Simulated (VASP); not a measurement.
# CoSi (rocksalt type) (Fm-3m) in VASP: a series of runs, part 2 of 2

VASP 6.6.1. The steps go on from the part before.

## (4) Single point, PBE

This run uses another cell than the first one, of 12.69 Å³/atom, 1.064 times its volume.

INCAR reads:

```
ALGO     = Normal         # electronic algorithm
EDIFF    = 1E-7           # SCF threshold, eV
ENCUT    = 520            # plane-wave cutoff, eV
GGA      = PE             # functional
ISIF     = 2              # what is computed and relaxed
ISMEAR   = -1             # smearing method
LASPH    = True           # aspherical terms in the spheres
LCHARG   = False          # write CHGCAR
LREAL    = False          # projectors in reciprocal space
LWAVE    = False          # write WAVECAR
NBANDS   = 14             # bands
NELM     = 80             # most SCF steps
PREC     = Accurate       # precision mode
SIGMA    = 0.1            # smearing width, eV
```

KPOINTS reads:

```
k-points
0
Gamma
  16 16 16
```

POSCAR reads:

```
CoSi
1.0
    0.0000000000      2.3323141874      2.3323141874
    2.3323141874      0.0000000000      2.3323141874
    2.3323141874      2.3323141874      0.0000000000
Co Si
1 1
Direct
    0.0000000000      0.0000000000      0.0000000000
    0.5000000000      0.5000000000      0.5000000000
```

Potentials or basis: VASP PAW PBE potentials, release 64 (Co, Si).

Run with:

```sh
cat potpaw_PBE.64/Co/POTCAR potpaw_PBE.64/Si/POTCAR > POTCAR
mpirun -np 1 vasp_std > vasp.out
```

OUTCAR:

```text
EDIFF = 1E-7
   ENCUT = 520
   GGA = PE
   ISIF = 2
   ISMEAR = -1
   LASPH = True
   LREAL = False
   NELM = 80
   PREC = Accurate

 ion  position               nearest neighbor table
   1  0.000  0.000  0.000-   2 2.33   2 2.33   2 2.33   2 2.33   2 2.33   2 2.33
   2  0.500  0.500  0.500-   1 2.33   1 2.33   1 2.33   1 2.33   1 2.33   1 2.33

  LATTYP: Found a face centered cubic cell.
 ALAT       =     4.6646283748

  Lattice vectors:

[... 594 lines left out ...]

------------------------ aborting loop because EDIFF is reached ----------------------------------------

  FORCE on cell =-STRESS in cart. coord.  units (eV):
  Direction    XX          YY          ZZ          XY          YZ          ZX
  --------------------------------------------------------------------------------------
  -------------------------------------------------------------------------------------
  Total       -0.0056811     -0.0056811     -0.0056811      0.0000000      0.0000000      0.0000000
  in kB       -0.3587173     -0.3587173     -0.3587173      0.0000000      0.0000000      0.0000000
  external PRESSURE =      -0.3587173 kB  Pullay stress =       0.0000000 kB

 VOLUME and BASIS-vectors are now :
 -----------------------------------------------------------------------------
  energy-cutoff  :      520.00
  volume of cell :       25.37
      direct lattice vectors                 reciprocal lattice vectors
     0.000000000  2.332314187  2.332314187    -0.214379350  0.214379350  0.214379350
     2.332314187  0.000000000  2.332314187     0.214379350 -0.214379350  0.214379350
     2.332314187  2.332314187  0.000000000     0.214379350  0.214379350 -0.214379350

 POSITION                                       TOTAL-FORCE (eV/Angst)
 -----------------------------------------------------------------------------------
      0.00000      0.00000      0.00000         0.000000      0.000000      0.000000
      2.33231      2.33231      2.33231        -0.000000     -0.000000     -0.000000
 -----------------------------------------------------------------------------------
    total drift:                               -0.000000      0.000000      0.000000

  FREE ENERGIE OF THE ION-ELECTRON SYSTEM (eV)
  ---------------------------------------------------
  free  energy   TOTEN  =       -12.3072822662 eV

  energy  without entropy=      -12.2556025880  energy(sigma->0) =      -12.28144243
```

OSZICAR:

```text
N       E                     dE             d eps       ncg     rms          rms(c)
DAV:   1     0.435396335162E+02    0.43540E+02   -0.53361E+03  4092   0.914E+02
DAV:   2    -0.115169740382E+02   -0.55057E+02   -0.50225E+02  4462   0.181E+02
DAV:   3    -0.135663285697E+02   -0.20494E+01   -0.20188E+01  5032   0.386E+01
DAV:   4    -0.135968834312E+02   -0.30555E-01   -0.30540E-01  4842   0.431E+00
DAV:   5    -0.135977662189E+02   -0.88279E-03   -0.88274E-03  5190   0.767E-01    0.124E+01
DAV:   6    -0.170404045625E+02   -0.34426E+01   -0.48453E+01  4270   0.917E+01    0.178E+01
DAV:   7    -0.123061689515E+02    0.47342E+01   -0.21326E+01  4606   0.636E+01    0.188E+00
DAV:   8    -0.123133753912E+02   -0.72064E-02   -0.24815E-01  4710   0.378E+00    0.116E+00
DAV:   9    -0.123073291649E+02    0.60462E-02   -0.29969E-02  5478   0.203E+00    0.213E-01
DAV:  10    -0.123073281171E+02    0.10478E-05   -0.19573E-03  5886   0.566E-01    0.118E-01
DAV:  11    -0.123072860505E+02    0.42067E-04   -0.39853E-04  5634   0.230E-01    0.246E-02
DAV:  12    -0.123072833746E+02    0.26758E-05   -0.79220E-06  4684   0.248E-02    0.529E-03
DAV:  13    -0.123072822518E+02    0.11228E-05   -0.17978E-06  5948   0.116E-02    0.249E-03
DAV:  14    -0.123072822662E+02   -0.14408E-07   -0.68811E-08  2516   0.187E-03
   1 F= -.12307282E+02 E0= -.12281442E+02  d E =-.516797E-01
```

stdout:

```text
POSCAR found type information on POSCAR CoSi
 POSCAR found :  2 types and       2 ions
 scaLAPACK will be used
 LDA part: xc-table for (Slater+PW92), standard interpolation
 POSCAR, INCAR and KPOINTS ok, starting setup
 FFT: planning ... GRIDC
 FFT: planning ... GRID_SOFT
 FFT: planning ... GRID
 WAVECAR not read
 entering main loop
```

It took 55 s on 1 thread of Intel Xeon Platinum 8259CL at 2.50GHz (Skylake/Cascade Lake), shared host; peak memory 0.19 GiB.

Results:

```yaml
Free_energy: -12.3073 eV
Pressure: 0.0 GPa
```

Spin polarisation is off, so any magnetic state and its effect on volume and gap are missing.
